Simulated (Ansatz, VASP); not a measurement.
**Na3H: VASP beside Ansatz**

File INCAR:

```
SYSTEM = Na3H
PREC     = Accurate       ! precision mode
ENCUT    = 600            ! plane-wave cutoff, eV
EDIFF    = 1E-6           ! SCF threshold, eV
ISMEAR   = 0              ! smearing method
SIGMA    = 0.1            ! smearing width, eV
LREAL    = .False.        ! projectors in reciprocal space
LASPH    = .True.         ! aspherical terms in the spheres
NELM     = 80             ! most SCF steps
ALGO     = Normal         ! electronic algorithm
ISIF     = 3              ! what is computed and relaxed
LWAVE    = .False.        ! write WAVECAR
LCHARG   = .False.        ! write CHGCAR
GGA      = PE             ! functional
IBRION   = 2              ! ionic algorithm
NSW      = 90             ! ionic steps
EDIFFG   = -0.04          ! ionic threshold
```

KPOINTS

```
Automatic mesh
0
Gamma
  6 6 2
  0 0 0
```

File POSCAR:

```
Na3H
1.0
    3.2981779429      0.0000000000      0.0000000000
    0.0000000000      3.4899837301      0.0000000000
    0.0000000000      0.0000000000     10.0719406059
Na H
3 1
Direct
    0.5000000000      0.0000000000      0.0000000000
    0.5000000000      0.0000000000      0.6575933795
    0.5000000000      0.0000000000      0.3424066205
    0.0000000000      0.0000000000      0.5000000000
```

Input for Ansatz:

```yaml
crystal:
  lattice:
    - [3.2981779429, 0.0, 0.0]
    - [0.0, 3.4899837301, 0.0]
    - [0.0, 0.0, 10.0719406059]
  atoms:
    - { symbol: Na, position: [0.5, 0.0, 0.0] }
    - { symbol: Na, position: [0.5, 0.0, 0.6575933795] }
    - { symbol: Na, position: [0.5, 0.0, 0.3424066205] }
    - { symbol: H, position: [0.0, 0.0, 0.5] }
basis:
  ecutwfc: 420
kpoints:
  mp_grid: { grid: [6, 6, 2] }
hamiltonian:
  xc: pbe
scf:
  occupations: { method: gaussian, width: 0.1 }
  lower_state_search: "off"
output:
  forces: true
  stress: true
  eigenvalues: true
relax:
  adjacent_minimum: "off"
  f_tol: 0.04
  max_steps: 70
  cell: { stress_tol: 0.4 }
```

Alike in both runs: task relaxation of cell and atoms; functional PBE; k mesh 6 × 6 × 2; occupations gaussian, width 0.1 eV; no spin polarisation.

|  | VASP | Ansatz |
| --- | --- | --- |
| version | VASP 6.6.1 | Ansatz 0.2.0 |
| potentials or method | VASP PAW PBE potentials, release 64 (Na_pv, H), cutoff 600 eV | scalar-relativistic, plane waves, PAW |
| valence electrons in the cell | 22 | 28 |

Ansatz gave:

```
gap on the k mesh at the Fermi level, each at its own relaxed structure (eV)  : none
relaxed volume (Å³/atom)                                                      : 28.98
relaxed length of the cell vector where the two differ most in proportion (Å) : 3.298
```

**Question.** Which values does VASP return?

**Answer.** gap on the k mesh at the Fermi level, each at its own relaxed structure (eV): none; relaxed volume (Å³/atom): 28.86; relaxed length of the cell vector where the two differ most in proportion (Å): 3.267.

A gap of «none» marks a metal or a gap that the smearing closes. VASP's potentials hold 22 valence electrons a cell and Ansatz's 28, so a difference there can come from the potentials and not from the codes.
